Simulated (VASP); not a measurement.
The system is SnO2.

```
Sn O
1.0
     4.78800    0.00000    0.00000
     0.00000    4.86658    0.00000
     0.00000    0.00000    3.24090
Sn O
2 4
Direct
  0.50000 0.50000 0.50000
  0.00000 0.00000 0.00000
  0.29185 0.32104 0.00000
  0.79185 0.17896 0.50000
  0.20814 0.82104 0.50000
  0.70815 0.67896 0.00000
```

```yaml
Program: VASP 6.6.1
Task: relaxation of cell and atoms
Functional: PBEsol
Potentials_or_basis: VASP PAW PBE potentials, release 64 (Sn_d, O)
Cutoff: 600 eV
k_mesh: 6 × 6 × 8
Occupations: gaussian, width 0.02 eV
Spin: no spin polarisation
```

At the start: pressure -5.9 GPa; volume 12.59 Å³/atom.

How do energy, volume and symmetry change on relaxing?

Over 35 steps the energy falls by 9.5 meV/atom and the volume is 12.20 Å³/atom (-3.0 %); space group Pnnm (No. 58, to 0.1 Å) before, P4_2/mnm (No. 136, to 0.1 Å).

Step by step:
| step | energy change (eV) | largest force (eV/Å) | pressure (GPa) | volume (Å³) |
| --- | --- | --- | --- | --- |
| 1 | 0.0000 | 0.1053 | -5.89 | 75.52 |
| 2 | 0.0202 | 0.2809 | 8.05 | 70.57 |
| 3 | -0.0450 | 0.0998 | -0.09 | 73.21 |
| 4 | -0.0450 | 0.1020 | 0.05 | 73.16 |
| 5 | -0.0472 | 0.0537 | 0.11 | 73.03 |
| 6 | -0.0474 | 0.0609 | 0.19 | 72.99 |
| 7 | -0.0481 | 0.0569 | -0.17 | 73.11 |
| 8 | -0.0484 | 0.0530 | -0.58 | 73.27 |
| 9 | -0.0487 | 0.0505 | -0.52 | 73.26 |
| 10 | -0.0495 | 0.0487 | -0.39 | 73.22 |
| 11 | -0.0507 | 0.0689 | -0.11 | 73.15 |
| 12 | -0.0511 | 0.1439 | 0.45 | 73.01 |
| 13 | -0.0512 | 0.1200 | 0.28 | 73.05 |
| 14 | -0.0519 | 0.1130 | 0.26 | 73.06 |
| 15 | -0.0536 | 0.0931 | 0.19 | 73.10 |
| 16 | -0.0559 | 0.0534 | 0.05 | 73.18 |
| 17 | -0.0566 | 0.0262 | -0.38 | 73.32 |
| 18 | -0.0570 | 0.0013 | -0.21 | 73.27 |
| 19 | -0.0570 | 0.0055 | -0.19 | 73.27 |
| 20 | -0.0571 | 0.0077 | 0.17 | 73.15 |
| 21 | -0.0571 | 0.0071 | 0.10 | 73.17 |
| 22 | -0.0572 | 0.0008 | 0.02 | 73.20 |
| 23 | -0.0572 | 0.0034 | -0.02 | 73.21 |
| 24 | -0.0572 | 0.0011 | 0.06 | 73.20 |
| 25 | -0.0572 | 0.0011 | 0.03 | 73.20 |
| 26 | -0.0572 | 0.0009 | 0.03 | 73.20 |
| 27 | -0.0572 | 0.0004 | 0.05 | 73.20 |
| 28 | -0.0572 | 0.0004 | 0.02 | 73.20 |
| 29 | -0.0572 | 0.0007 | 0.02 | 73.21 |
| 30 | -0.0572 | 0.0013 | 0.00 | 73.21 |
| 31 | -0.0572 | 0.0008 | 0.00 | 73.21 |
| 32 | -0.0572 | 0.0006 | 0.03 | 73.21 |
| 33 | -0.0572 | 0.0011 | 0.01 | 73.21 |
| 34 | -0.0572 | 0.0021 | -0.07 | 73.23 |
| 35 | -0.0572 | 0.0013 | 0.00 | 73.22 |

Final structure:
```cif
data_structure
_symmetry_space_group_name_H-M 'P 1'
_symmetry_Int_Tables_number 1
_cell_length_a 4.7722
_cell_length_b 4.7714
_cell_length_c 3.2156
_cell_angle_alpha 90.000
_cell_angle_beta 90.000
_cell_angle_gamma 90.000
_cell_volume 73.22
loop_
_atom_site_label
_atom_site_type_symbol
_atom_site_fract_x
_atom_site_fract_y
_atom_site_fract_z
_atom_site_occupancy
Sn1 Sn 0.50000 0.50000 0.50000 1
Sn2 Sn 0.00000 0.00000 0.00000 1
O1 O 0.30632 0.30615 0.00000 1
O2 O 0.80632 0.19385 0.50000 1
O3 O 0.19368 0.80615 0.50000 1
O4 O 0.69368 0.69386 0.00000 1
```

Caveat: the PAW data sets were made with another functional, which shifts forces and pressure a little.
